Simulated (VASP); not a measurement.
A run of VASP 6.6.1 is set up as follows.

File INCAR:

```
SYSTEM = Sn
PREC     = Accurate       ! precision mode
ENCUT    = 520            ! plane-wave cutoff, eV
EDIFF    = 1E-6           ! SCF threshold, eV
ISMEAR   = -1             ! smearing method
SIGMA    = 0.05           ! smearing width, eV
LREAL    = .FALSE.        ! projectors in reciprocal space
LASPH    = .TRUE.         ! aspherical terms in the spheres
NELM     = 100            ! most SCF steps
ALGO     = Fast           ! electronic algorithm
ISIF     = 2              ! what is computed and relaxed
LWAVE    = .FALSE.        ! write WAVECAR
LCHARG   = .FALSE.        ! write CHGCAR
GGA      = PS             ! functional
NBANDS   = 13             ! bands
```

The input KPOINTS:

```
regular mesh
0
G
  9 9 9
  0 0 0
```

The input POSCAR:

```
Sn
1.0
   -2.0291894110      2.0291894110      1.6607599896
    2.0291894110     -2.0291894110      1.6607599896
    2.0291894110      2.0291894110     -1.6607599896
Sn
1
Direct
    0.0000000000      0.0000000000      0.0000000000
```

Potentials or basis: VASP PAW PBE potentials, release 64 (Sn_d).

Run with:

```console
$ cat potpaw_PBE.64/Sn_d/POTCAR > POTCAR
$ mpirun -np 1 vasp_std > vasp.out
```

Predict the pressure.

-1.7 GPa.

What does it give for the band gap on the k mesh?

Zero (bands 7 and 8 overlap by 8.70 eV).

Stress tensor (GPa, compression positive):
```
-2.57  0.00  0.00
 0.00 -2.57  0.00
 0.00  0.00 -0.01
```

Caveat: the PAW data sets were made with another functional, which shifts forces and pressure a little; spin-orbit coupling is left out, which moves the levels of the heavy elements.
